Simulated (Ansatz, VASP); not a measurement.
# MgO in VASP and in Ansatz

```xyz
2
Lattice="-0.8967 1.7934 1.7934 1.7934 -0.8967 1.7934 1.7934 1.7934 -0.8967" Properties=species:S:1:pos:R:3 pbc="T T T"
Mg    0.0000    0.0000    0.0000
O     1.3451    1.3451    1.3451
```

Alike in both runs: task single point; functional r2SCAN; k mesh 10 × 10 × 10; occupations gaussian, width 0.05 eV; no spin polarisation.

|  | VASP | Ansatz |
| --- | --- | --- |
| version | VASP 6.6.1 | Ansatz 0.2.0 |
| potentials or method | VASP PAW PBE potentials, release 64 (Mg, O), cutoff 520 eV | scalar-relativistic, plane waves, PAW |
| valence electrons in the cell | 8 | 16 |

Ansatz gave:

| Item | Value |
| --- | --- |
| gap on the k mesh at the Fermi level (eV) | 2.80 |
| least direct gap on the mesh (eV) | 3.77 |
| pressure (GPa) | -10.2 |

What did VASP give for the same quantities?

gap on the k mesh at the Fermi level (eV): 2.76; least direct gap on the mesh (eV): 3.73; pressure (GPa): -11.2.

VASP's potentials were made for PBE, not for r2SCAN. VASP's potentials hold 8 valence electrons a cell and Ansatz's 16, so a difference there can come from the potentials and not from the codes.
